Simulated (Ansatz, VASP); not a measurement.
## One calculation of BAs, two programs

File INCAR:

```
PREC = Accurate ; ENCUT = 520
EDIFF = 1E-7 ; ISMEAR = 0
SIGMA = 0.05 ; LREAL = Auto
LASPH = T ; NELM = 80
ALGO = Normal ; ISIF = 2
LWAVE = F ; LCHARG = T
GGA = PE ; LELF = T
LVHAR = T ; NBANDS = 46
```

KPOINTS

```
Automatic mesh
0
Gamma
  6 6 6
```

Contents of POSCAR:

```
BAs
1.0
    0.0000000000      4.8088223233     -4.8088223233
    4.8088223233      4.8088223233      0.0000000000
    4.8088223233      0.0000000000     -4.8088223233
B As
8 8
Direct
    0.0000000000      0.0000000000      0.5000000000
    0.0000000000      0.5000000000      0.5000000000
    0.5000000000      0.0000000000      0.5000000000
    0.5000000000      0.5000000000      0.5000000000
    0.0000000000      0.0000000000      1.0000000000
    0.0000000000      0.5000000000      1.0000000000
    0.5000000000      0.0000000000      1.0000000000
    0.5000000000      0.5000000000      1.0000000000
    0.1250000000      0.1250000000      0.1250000000
    0.1250000000      0.6250000000      0.1250000000
    0.6250000000      0.1250000000      0.1250000000
    0.6250000000      0.6250000000      0.1250000000
    0.1250000000      0.1250000000      0.6250000000
    0.1250000000      0.6250000000      0.6250000000
    0.6250000000      0.1250000000      0.6250000000
    0.6250000000      0.6250000000      0.6250000000
```

Input for Ansatz:

```yaml
crystal:
  lattice:
    - [0.0, 4.8088223233, -4.8088223233]
    - [4.8088223233, 4.8088223233, 0.0]
    - [4.8088223233, 0.0, -4.8088223233]
  atoms:
    - { symbol: B, position: [0.0, 0.0, 0.5] }
    - { symbol: B, position: [0.0, 0.5, 0.5] }
    - { symbol: B, position: [0.5, 0.0, 0.5] }
    - { symbol: B, position: [0.5, 0.5, 0.5] }
    - { symbol: B, position: [0.0, 0.0, 1.0] }
    - { symbol: B, position: [0.0, 0.5, 1.0] }
    - { symbol: B, position: [0.5, 0.0, 1.0] }
    - { symbol: B, position: [0.5, 0.5, 1.0] }
    - { symbol: As, position: [0.125, 0.125, 0.125] }
    - { symbol: As, position: [0.125, 0.625, 0.125] }
    - { symbol: As, position: [0.625, 0.125, 0.125] }
    - { symbol: As, position: [0.625, 0.625, 0.125] }
    - { symbol: As, position: [0.125, 0.125, 0.625] }
    - { symbol: As, position: [0.125, 0.625, 0.625] }
    - { symbol: As, position: [0.625, 0.125, 0.625] }
    - { symbol: As, position: [0.625, 0.625, 0.625] }
basis:
  ecutwfc: 420
kpoints:
  mp_grid: { grid: [6, 6, 6] }
hamiltonian:
  xc: pbe
scf:
  occupations: { method: gaussian, width: 0.05 }
output:
  forces: true
  stress: true
  eigenvalues: true
```

Alike in both runs: task single point; functional PBE; k mesh 6 × 6 × 6; occupations gaussian, width 0.05 eV; no spin polarisation.

|  | VASP | Ansatz |
| --- | --- | --- |
| version | VASP 6.6.1 | Ansatz 0.2.0 |
| potentials or method | VASP PAW PBE potentials, release 64 (B, As), cutoff 520 eV | scalar-relativistic, plane waves, PAW |
| valence electrons in the cell | 64 | 144 |

|  | VASP | Ansatz | Ansatz less VASP |
| --- | --- | --- | --- |
| gap on the k mesh at the Fermi level (eV) | 1.20 | 1.21 | +0.008 |
| least direct gap on the mesh (eV) | 1.45 | 1.46 | +0.011 |
| pressure (GPa) | 0.7 | 0.0 | -0.61 |

The functional is the same, so the differences come from potentials, cutoffs and numerics. VASP's potentials hold 64 valence electrons a cell and Ansatz's 144, so a difference there can come from the potentials and not from the codes.
